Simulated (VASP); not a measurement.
Set up this calculation in VASP 6.6.1, as the native input.

- Task: single point
- Functional: PBEsol
- Potentials or basis: VASP PAW PBE potentials, release 64 (Na_pv)
- Cutoff: 520 eV
- k mesh: 5 × 5 × 5
- Occupations: gaussian, width 0.05 eV
- Spin: no spin polarisation
- Dipole correction: no
- Further INCAR settings: ALGO = Normal; EDIFF = 1e-06; NBANDS = 14

The structure of Na lies in POSCAR:

```
Na
1.0
    4.1787011293      0.0000000000      0.0000000000
    0.0000000000      4.1787011293      0.0000000000
    0.0000000000      0.0000000000      4.1787011293
Na
2
Direct
    0.0000000000      0.0000000000      0.0000000000
    0.5000000000      0.5000000000      0.5000000000
```

These files were run (other wordings do the same):

INCAR

```
PREC = Accurate
ENCUT = 520
EDIFF = 1E-6
ISMEAR = 0
SIGMA = 0.05
LREAL = False
LASPH = True
NELM = 60
ALGO = Normal
ISIF = 2
LWAVE = False
LCHARG = False
GGA = PS
NBANDS = 14
```

KPOINTS

```
Automatic mesh
0
Gamma
  5 5 5
```

Potentials or basis: VASP PAW PBE potentials, release 64 (Na_pv).

Launch:

```sh
$ cat potpaw_PBE.64/Na_pv/POTCAR > POTCAR
$ mpirun -np 1 vasp_std > vasp.out
```

Results of the run:

```
Pressure               : 0.0 GPa
Band gap on the k mesh : zero (bands 7 and 8 overlap by 0.98 eV)
```

Caveat: the PAW data sets were made with another functional, which shifts forces and pressure a little.

Run time: 11 s on 1 thread of AMD EPYC 7R13 (shared host), peak memory 0.13 GiB.
